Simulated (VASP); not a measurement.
Runs of VASP 6.6.1 on MoS. The structure is that of space group Pm-3m (No. 221), or close to it. The cells are those of the table. 

```tsv
spin	cell	gap on the mesh (eV)	pressure (GPa)
off	a = 3.393 Å, 2 atoms	(a)	-13.8
collinear	a = 3.393 Å, 2 atoms	none	(b)
off	a = 3.150 Å, 2 atoms	none	-14.7
off	a = 3.206 Å, 2 atoms	0.03	-2.4
```

Alike in all rows: task single point; level r2SCAN+U; potentials or basis VASP PAW PBE potentials, release 64 (Mo_sv, S); Mo d U = 4.38 eV; k mesh 12 × 12 × 12; cutoff (eV) 520; smearing gaussian 0.1 eV.

Estimate the missing entries.

(a) 1.13; (b) -2.8.

Caveats: the PAW data sets were made with another functional, which shifts forces and pressure a little; the cell stands under tension (at least some runs); U without spin polarisation on a metal has little footing (at least some runs); semilocal functionals underestimate gaps, and a narrow one can read as zero (at least some runs).

A k mesh can miss the band edges, and the runs leave out spin-orbit coupling on Mo.

A gap of «none» marks levels without a gap at the run's occupations.
